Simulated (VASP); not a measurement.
CdSe, 2 atoms in the cell. It takes space group Fm-3m (No. 225, cubic). The conventional cell has a = 5.609 Å, b = 5.609 Å, c = 5.609 Å, α = 90.00°, β = 90.00°, γ = 90.00°. Within 3.7 Å of Cd (site symmetry m-3m) lie 6 Se at 2.80 Å. Se (site symmetry m-3m) has 6 Cd at 2.80 Å within 3.7 Å.  This cell differs from its parent crystal: volume scaled by 0.960.

- Program: VASP 6.6.1
- Task: single point
- Functional: r2SCAN
- Potentials or basis: VASP PAW PBE potentials, release 64 (Cd, Se)
- Cutoff: 520 eV
- k mesh: 10 × 10 × 10
- Occupations: gaussian, width 0.05 eV
- Spin: no spin polarisation
- Dipole correction: no
- Further INCAR settings: ALGO = Normal; EDIFF = 1e-06; NBANDS = 16

Potentials or basis: VASP PAW PBE potentials, release 64 (Cd, Se).

Command:

```console
$ cat potpaw_PBE.64/Cd/POTCAR potpaw_PBE.64/Se/POTCAR > POTCAR
$ cp INCAR.step1 INCAR
$ mpirun -np 1 vasp_std > vasp.out
$ cp INCAR.step2 INCAR
$ mpirun -np 1 vasp_std > vasp.out
```

Hardware: 1 thread of Intel Xeon 8259CL, on a shared host.

Q: How long does it take, and how much memory?

A: Run time: 4 min on 1 thread of Intel Xeon 8259CL, on a shared host, peak memory 0.19 GiB. Counts: k points 47.
